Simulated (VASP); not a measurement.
# RbBr (P6_3/mmc) in VASP: further runs

The runs below take RbBr through single point, with r2SCAN.

Everything below comes from runs of VASP 6.6.1. Logs are shortened: lines on timing, memory, paths and dates and some standing lists are left out, and cuts for length are marked.

### Step 1. The cell of the first run

The structure is hexagonal, space group P6_3/mmc (No. 194). Conventional cell: a = 4.771 Å, b = 4.771 Å, c = 8.410 Å, α = 90.00°, β = 90.00°, γ = 120.00°. Rb (site symmetry -3m) has 6 Br at 3.47 Å and 2 Rb at 4.21 Å within 4.6 Å. Br (site symmetry -6m2) has 6 Rb at 3.47 Å within 4.6 Å.

### Step 2. Single point, r2SCAN

POSCAR

```
RbBr
1.0
    4.7710886104      0.0000000000      0.0000000000
   -2.3855443052      4.1318839403      0.0000000000
    0.0000000000      0.0000000000      8.4101540433
Rb Br
2 2
Direct
    0.0000000000      0.0000000000      0.0000000000
    0.0000000000      0.0000000000      0.5000000000
    0.3333333333      0.6666666667      0.2500000000
    0.6666666667      0.3333333333      0.7500000000
```

INCAR.step1

```
PREC = Accurate ; ENCUT = 520
ISMEAR = 0 ; SIGMA = 0.01
LREAL = F ; LASPH = T
NELM = 80 ; NBANDS = 24
GGA = PE ; ALGO = Normal
EDIFF = 1E-4 ; LWAVE = T
LCHARG = F
```

INCAR.step2

```
PREC = Accurate ; ENCUT = 520
EDIFF = 1E-7 ; ISMEAR = 0
SIGMA = 0.01 ; LREAL = F
LASPH = T ; NELM = 80
ALGO = Normal ; ISIF = 2
LWAVE = F ; LCHARG = F
METAGGA = R2SCAN ; LMIXTAU = T
NBANDS = 24 ; ISTART = 1
```

KPOINTS

```
regular mesh
0
Gamma
  6 6 4
```

Potentials or basis: VASP PAW PBE potentials, release 64 (Rb_sv, Br).

Command:

```bash
cat potpaw_PBE.64/Rb_sv/POTCAR potpaw_PBE.64/Br/POTCAR > POTCAR
cp INCAR.step1 INCAR
mpirun -np 1 vasp_std > vasp.out
cp INCAR.step2 INCAR
mpirun -np 1 vasp_std > vasp.out
```

OUTCAR:

```text
PREC = Accurate
   ENCUT = 520
   EDIFF = 1E-7
   ISMEAR = 0
   LREAL = F
   LASPH = T
   NELM = 80
   ISIF = 2
   METAGGA = R2SCAN
   ISTART = 1

 ion  position               nearest neighbor table
   1  0.000  0.000  0.000-   3 3.47   4 3.47   3 3.47   4 3.47   4 3.47   3 3.47   2 4.21   2 4.21

   2  0.000  0.000  0.500-   3 3.47   4 3.47   3 3.47   4 3.47   4 3.47   3 3.47   1 4.21   1 4.21

   3  0.333  0.667  0.250-   1 3.47   2 3.47   1 3.47   2 3.47   1 3.47   2 3.47
   4  0.667  0.333  0.750-   1 3.47   2 3.47   1 3.47   2 3.47   1 3.47   2 3.47

  LATTYP: Found a hexagonal cell.
 ALAT       =     4.7710886104
 C/A-ratio  =     1.7627327283

  Lattice vectors:

 A1 = (   4.7710886104,   0.0000000000,   0.0000000000)
 A2 = (  -2.3855443052,   4.1318839403,   0.0000000000)
 A3 = (   0.0000000000,   0.0000000000,   8.4101540433)

Analysis of symmetry for initial positions (statically):
=====================================================================
 Subroutine PRICEL returns:
 Original cell was already a primitive cell.

 Routine SETGRP: Setting up the symmetry group for a
 hexagonal supercell.

 Subroutine GETGRP returns: Found 24 space group operations
 (whereof 12 operations were pure point group operations)
 out of a pool of 24 trial point group operations.

The static configuration has the point symmetry D_3d.
 The point group associated with its full space group is D_6h.

Analysis of symmetry for dynamics (positions and initial velocities):
=====================================================================
 Subroutine PRICEL returns:
 Original cell was already a primitive cell.

 Routine SETGRP: Setting up the symmetry group for a
 hexagonal supercell.

 Subroutine GETGRP returns: Found 24 space group operations
 (whereof 12 operations were pure point group operations)
 out of a pool of 24 trial point group operations.

The dynamic configuration has the point symmetry D_3d.
 The point group associated with its full space group is D_6h.

 Subroutine INISYM returns: Found 24 space group operations
 (whereof 12 operations are pure point group operations),
 and found     1 'primitive' translations

----------------------------------------------------------------------------------------

                                     Primitive cell

  volume of cell :     165.7943

[... 86 lines left out ...]
   ENCUT  =  520.0 eV  38.22 Ry    6.18 a.u.   8.87  8.87 15.64*2*pi/ulx,y,z
   NELM   =     80;   NELMIN=  2; NELMDL=  0     # of ELM steps
   EDIFF  = 0.1E-06   stopping-criterion for ELM
   LREAL  =      F    real-space projection
   EDIFFG = 0.1E-05   stopping-criterion for IOM
   NSW    =      0    number of steps for IOM
   IBRION =     -1    ionic relax: 0-MD 1-quasi-New 2-CG
   NFREE  =      0    steps in history (QN), initial steepest desc. (CG)
   ISIF   =      2    stress and relaxation
   ISYM   =      2    0-nonsym 1-usesym 2-fastsym
   POTIM  = 0.5000    time-step for ionic-motion
   TEBEG  =    0.0;   TEEND  =   0.0 temperature during run
   PSTRESS=    0.0 pullay stress
   NELECT =      32.0000    total number of electrons
   NUPDOWN=      -1.0000    fix difference up-down
   EMIN   =  10.00;   EMAX   =-10.00  energy-range for DOS
   EFERMI =   0.00;   METHOD = LEGACY
   ISMEAR =     0;   SIGMA  =   0.01  broadening in eV -4-tet -1-fermi 0-gaus
   EFERMI_NEDOS =   21; number of points for ismear=-14 and -15
   IALGO  =     38    algorithm
   IMIX   =      4    mixing-type and parameters
     AMIX     =   0.40;   BMIX     =  1.00
     AMIX_MAG =   1.60;   BMIX_MAG =  1.00
  volume/ion in A,a.u.               =      41.45       279.71
  Fermi-wavevector in a.u.,A,eV,Ry     =   0.946095  1.787861 12.178530  0.895097
  Thomas-Fermi vector in A             =   2.074060
   LORBIT       =      0    0 simple, 1 ext, 2 COOP (PROOUT), +10 PAW based schemes
   METAGGA = R2SCAN    functional components
   LHFCALC =     F    Hartree Fock is set to
   AEXX    =    0.0000 exact exchange contribution
   IVDW    =     0    specifies the selected vdW correction
   LEPSILON=     F    determine dielectric tensor
   LRPA    =     F    only Hartree local field effects (RPA)
 non-spin polarized calculation
 Gauss-broadening in eV      SIGMA  =   0.01
  energy-cutoff  :      520.00
  volume of cell :      165.79
 maximum number of plane-waves:      4503
 NGX is ok and might be reduce to    36
   NGX = 17   NGY = 17   NGZ = 31

 number of electron      32.0000004 magnetization

 Free energy of the ion-electron system (eV)
  ---------------------------------------------------
  ext. energy  EPLUGINS =         0.00000000
  ---------------------------------------------------
  free energy    TOTEN  =       -62.21187535 eV

  energy without entropy =      -62.21187535  energy(sigma->0) =      -62.21187535

 E-fermi :  -2.0910     XC(G=0):  -7.5002

 val. band max:       -2.2004544103   @ k =   0.0000   0.0000   0.0000
 cond. band min:       2.6417268490   @ k =   0.0000   0.0000   0.0000
 fundamental gap:      4.8421812594
 Fermi energy:        -2.0910085384

 k-point     1 :       0.0000    0.0000    0.0000
  band No.  band energies     occupation
      1     -27.5797      2.00000
      2     -27.5628      2.00000
      3     -14.8934      2.00000
      4     -14.8332      2.00000
      5     -11.1201      2.00000
      6     -11.1084      2.00000
[... 556 lines left out ...]
     23       7.2239      0.00000
     24       7.2239      0.00000

------------------------ aborting loop because EDIFF is reached ----------------------------------------

  FORCE on cell =-STRESS in cart. coord.  units (eV):
  Direction    XX          YY          ZZ          XY          YZ          ZX
  --------------------------------------------------------------------------------------
  -------------------------------------------------------------------------------------
  Total        0.0492653      0.0492653      0.0352362      0.0000000     -0.0000000      0.0000000
  in kB        0.4760829      0.4760829      0.3405107      0.0000000     -0.0000000      0.0000000
  external PRESSURE =       0.4308922 kB  Pullay stress =       0.0000000 kB

 VOLUME and BASIS-vectors are now :
 -----------------------------------------------------------------------------
  energy-cutoff  :      520.00
  volume of cell :      165.79
      direct lattice vectors                 reciprocal lattice vectors
     4.771088610  0.000000000  0.000000000     0.209595772  0.121010175  0.000000000
    -2.385544305  4.131883940  0.000000000     0.000000000  0.242020351  0.000000000
     0.000000000  0.000000000  8.410154043     0.000000000  0.000000000  0.118903886

 POSITION                                       TOTAL-FORCE (eV/Angst)
 -----------------------------------------------------------------------------------
      0.00000      0.00000      0.00000         0.000000      0.000000     -0.000000
      0.00000      0.00000      4.20508         0.000000      0.000000     -0.000000
     -0.00000      2.75459      2.10254        -0.000000     -0.000000      0.000000
      2.38554      1.37729      6.30762         0.000000      0.000000      0.000000
 -----------------------------------------------------------------------------------
    total drift:                               -0.000000      0.000000     -0.000000

  FREE ENERGIE OF THE ION-ELECTRON SYSTEM (eV)
  ---------------------------------------------------
  free  energy   TOTEN  =       -62.2118753468 eV

  energy  without entropy=      -62.2118753468  energy(sigma->0) =      -62.21187535
```

OSZICAR.step1:

```text
N       E                     dE             d eps       ncg     rms          rms(c)
DAV:   1     0.203913090975E+03    0.20391E+03   -0.13370E+04  1008   0.113E+03
DAV:   2     0.462843316318E+01   -0.19928E+03   -0.19066E+03  1408   0.211E+02
DAV:   3    -0.122357040933E+02   -0.16864E+02   -0.16805E+02  1592   0.632E+01
DAV:   4    -0.125802907155E+02   -0.34459E+00   -0.34423E+00  1456   0.886E+00
DAV:   5    -0.125889588705E+02   -0.86682E-02   -0.86680E-02  1464   0.118E+00    0.391E+00
DAV:   6    -0.121333533856E+02    0.45561E+00   -0.71757E-01  1176   0.299E+00    0.273E+00
DAV:   7    -0.120933977179E+02    0.39956E-01   -0.37974E-01  1264   0.224E+00    0.132E+00
DAV:   8    -0.121159464622E+02   -0.22549E-01   -0.48859E-02  1320   0.906E-01    0.153E-01
DAV:   9    -0.121176839722E+02   -0.17375E-02   -0.44821E-03  1288   0.262E-01    0.938E-02
DAV:  10    -0.121189523203E+02   -0.12683E-02   -0.12239E-03  1072   0.183E-01    0.185E-02
DAV:  11    -0.121190251556E+02   -0.72835E-04   -0.63819E-05   992   0.437E-02
   1 F= -.12119025E+02 E0= -.12119025E+02  d E =-.907791E-98
```

It took 3.6 min on 1 thread of Intel Xeon Platinum 8375C at 2.90GHz (Ice Lake), shared host; peak memory 0.34 GiB.

What came out:

```
Free energy            : -62.2119 eV
Pressure               : 0.0 GPa
Band gap on the k mesh : 4.84 eV, direct
```

Caveat: the PAW data sets were made with another functional, which shifts forces and pressure a little.

### Step 3. Single point, r2SCAN (volume changed by +3%)

POSCAR

```
RbBr
1.0
    4.8183301838      0.0000000000      0.0000000000
   -2.4091650919      4.1727963430      0.0000000000
    0.0000000000      0.0000000000      8.4934283109
Rb Br
2 2
Direct
    0.0000000000      0.0000000000      0.0000000000
    0.0000000000      0.0000000000      0.5000000000
    0.3333333333      0.6666666667      0.2500000000
    0.6666666667      0.3333333333      0.7500000000
```

INCAR.step1

```
ALGO = Normal
EDIFF = 1E-4
ENCUT = 520
GGA = PE
ISMEAR = 0
LASPH = True
LCHARG = False
LREAL = False
LWAVE = True
NBANDS = 24
NELM = 100
PREC = Accurate
SIGMA = 0.01
```

INCAR.step2

```
ALGO = Normal
EDIFF = 1E-6
ENCUT = 520
ISIF = 2
ISMEAR = 0
ISTART = 1
LASPH = True
LCHARG = False
LMIXTAU = True
LREAL = False
LWAVE = False
METAGGA = R2SCAN
NBANDS = 24
NELM = 100
PREC = Accurate
SIGMA = 0.01
```

KPOINTS

```
k-points
0
Gamma
  6 6 4
```

Potentials or basis: VASP PAW PBE potentials, release 64 (Rb_sv, Br).

Command:

```bash
cat potpaw_PBE.64/Rb_sv/POTCAR potpaw_PBE.64/Br/POTCAR > POTCAR
cp INCAR.step1 INCAR
mpirun -np 1 vasp_std > vasp.out
cp INCAR.step2 INCAR
mpirun -np 1 vasp_std > vasp.out
```

OUTCAR:

```text
EDIFF = 1E-6
   ENCUT = 520
   ISIF = 2
   ISMEAR = 0
   ISTART = 1
   LASPH = True
   LREAL = False
   METAGGA = R2SCAN
   NELM = 100
   PREC = Accurate

 ion  position               nearest neighbor table
   1  0.000  0.000  0.000-   3 3.50   4 3.50   4 3.50   3 3.50   4 3.50   3 3.50   2 4.25   2 4.25

   2  0.000  0.000  0.500-   3 3.50   4 3.50   4 3.50   3 3.50   4 3.50   3 3.50   1 4.25   1 4.25

   3  0.333  0.667  0.250-   1 3.50   2 3.50   1 3.50   2 3.50   1 3.50   2 3.50
   4  0.667  0.333  0.750-   1 3.50   2 3.50   1 3.50   2 3.50   1 3.50   2 3.50

  LATTYP: Found a hexagonal cell.
 ALAT       =     4.8183301838
 C/A-ratio  =     1.7627327283

  Lattice vectors:

 A1 = (   4.8183301838,   0.0000000000,   0.0000000000)
 A2 = (  -2.4091650919,   4.1727963430,   0.0000000000)
 A3 = (   0.0000000000,   0.0000000000,   8.4934283109)

Analysis of symmetry for initial positions (statically):
=====================================================================
 Subroutine PRICEL returns:
 Original cell was already a primitive cell.
[... 169 lines left out ...]
  free energy    TOTEN  =       -62.20720042 eV

  energy without entropy =      -62.20720042  energy(sigma->0) =      -62.20720042

 E-fermi :  -2.1733     XC(G=0):  -7.3745

 val. band max:       -2.3046904429   @ k =   0.0000   0.0000   0.0000
 cond. band min:       2.4643331463   @ k =   0.0000   0.0000   0.0000
 fundamental gap:      4.7690235893
 Fermi energy:        -2.1733470711

 k-point     1 :       0.0000    0.0000    0.0000
  band No.  band energies     occupation
      1     -27.7470      2.00000
      2     -27.7322      2.00000
      3     -14.9608      2.00000
      4     -14.9088      2.00000
      5     -11.2882      2.00000
      6     -11.2733      2.00000
[... 556 lines left out ...]
     23       7.0133      0.00000
     24       7.0133      0.00000

------------------------ aborting loop because EDIFF is reached ----------------------------------------

  FORCE on cell =-STRESS in cart. coord.  units (eV):
  Direction    XX          YY          ZZ          XY          YZ          ZX
  --------------------------------------------------------------------------------------
  -------------------------------------------------------------------------------------
  Total       -0.3435571     -0.3435571     -0.4140882      0.0000000      0.0000000      0.0000000
  in kB       -3.2233146     -3.2233146     -3.8850504      0.0000000      0.0000000      0.0000000
  external PRESSURE =      -3.4438932 kB  Pullay stress =       0.0000000 kB

 VOLUME and BASIS-vectors are now :
 -----------------------------------------------------------------------------
  energy-cutoff  :      520.00
  volume of cell :      170.77
      direct lattice vectors                 reciprocal lattice vectors
     4.818330184  0.000000000  0.000000000     0.207540779  0.119823725  0.000000000
    -2.409165092  4.172796343  0.000000000     0.000000000  0.239647449  0.000000000
     0.000000000  0.000000000  8.493428311     0.000000000  0.000000000  0.117738087

 POSITION                                       TOTAL-FORCE (eV/Angst)
 -----------------------------------------------------------------------------------
      0.00000      0.00000      0.00000         0.000000      0.000000     -0.000000
      0.00000      0.00000      4.24671         0.000000      0.000000     -0.000000
     -0.00000      2.78186      2.12336        -0.000000      0.000000      0.000000
      2.40917      1.39093      6.37007         0.000000      0.000000     -0.000000
 -----------------------------------------------------------------------------------
    total drift:                               -0.000000      0.000000     -0.000000

  FREE ENERGIE OF THE ION-ELECTRON SYSTEM (eV)
  ---------------------------------------------------
  free  energy   TOTEN  =       -62.2072004208 eV

  energy  without entropy=      -62.2072004208  energy(sigma->0) =      -62.20720042
```

OUTCAR.step1:

```text
EDIFF = 1E-4
   ENCUT = 520
   GGA = PE
   ISMEAR = 0
[... 795 lines left out ...]
      0.00000      0.00000      0.00000         0.000000      0.000000     -0.000000
      0.00000      0.00000      4.24671         0.000000      0.000000     -0.000000
     -0.00000      2.78186      2.12336         0.000000      0.000000      0.000000
      2.40917      1.39093      6.37007        -0.000000     -0.000000      0.000000
 -----------------------------------------------------------------------------------
    total drift:                               -0.000000      0.000000     -0.000000

  FREE ENERGIE OF THE ION-ELECTRON SYSTEM (eV)
  ---------------------------------------------------
  free  energy   TOTEN  =       -12.1307446397 eV

  energy  without entropy=      -12.1307446397  energy(sigma->0) =      -12.13074464
```

Wall time 3.8 min (1 thread of Intel Xeon Platinum 8375C at 2.90GHz (Ice Lake), shared host); peak memory 0.34 GiB.

What came out:

```yaml
Free_energy: -62.2072 eV
Pressure: -0.3 GPa
Band_gap_on_the_k_mesh: 4.77 eV, direct
```

Caveat: the PAW data sets were made with another functional, which shifts forces and pressure a little. A k mesh can miss the band edges.
